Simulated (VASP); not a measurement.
A run of VASP 6.6.1:

Contents of INCAR:

```
SYSTEM = LiMg
  ALGO = Normal
  EDIFF = 1E-7
  ENCUT = 520
  GGA = PS
  ISIF = 2
  ISMEAR = 1
  LASPH = .TRUE.
  LCHARG = .FALSE.
  LREAL = .FALSE.
  LWAVE = .FALSE.
  NBANDS = 10
  NELM = 100
  PREC = Accurate
  SIGMA = 0.1
```

KPOINTS

```
k-points
0
G
  5 5 5
  0 0 0
```

File POSCAR:

```
LiMg
1.0
    3.3781850000      0.0000000000      0.0000000000
    0.0000000000      3.3781850000      0.0000000000
    0.0000000000      0.0000000000      3.5526100000
Li Mg
1 1
Direct
    0.0000000000      0.0000000000      0.0000000000
    0.5000000000      0.5000000000      0.5000000000
```

Potentials or basis: VASP PAW PBE potentials, release 64 (Li_sv, Mg).

Run with:

```console
$ cat potpaw_PBE.64/Li_sv/POTCAR potpaw_PBE.64/Mg/POTCAR > POTCAR
$ mpirun -np 1 vasp_std > vasp.out
```

Hardware: 1 thread of Intel(R) Xeon(R) Platinum 8488C (Sapphire Rapids) (shared host).

Question: Estimate the wall time of this run.

Answer: Wall time 4.3 s on 1 thread of Intel(R) Xeon(R) Platinum 8488C (Sapphire Rapids), with other jobs on the host, peak memory 0.15 GiB. Counts: scf iterations 11, k points 18.
